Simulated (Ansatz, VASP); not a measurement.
**MgS: VASP beside Ansatz**

```
CELL_PARAMETERS angstrom
3.27576 0.00000 0.00000
0.00000 3.27576 0.00000
0.00000 0.00000 3.27576
ATOMIC_POSITIONS crystal
Mg 0.50000 0.50000 0.50000
S 0.00000 0.00000 0.00000
```

Change from the starting cell: species swapped into the TaRu type (Pm-3m, No. 221).

Alike in both runs: functional PBE; k mesh 6 × 6 × 6; occupations gaussian, width 0.1 eV; no spin polarisation.

Ansatz relaxed the structure, and its values are those at the end. VASP's run is a single point on that final structure, the one shown.

|  | VASP | Ansatz |
| --- | --- | --- |
| version | VASP 6.6.1 | Ansatz 0.2.0 |
| potentials or method | VASP PAW PBE potentials, release 64 (Mg, S), cutoff 520 eV | scalar-relativistic, plane waves, PAW |
| valence electrons in the cell | 8 | 16 |

|  | VASP | Ansatz | Ansatz less VASP |
| --- | --- | --- | --- |
| gap on the k mesh at the Fermi level (eV) | none | none | - |
| pressure (GPa) | -0.5 | -0.2 | +0.31 |

A gap of «none» marks a metal or a gap that the smearing closes. VASP's potentials hold 8 valence electrons a cell and Ansatz's 16, so a difference there can come from the potentials and not from the codes.
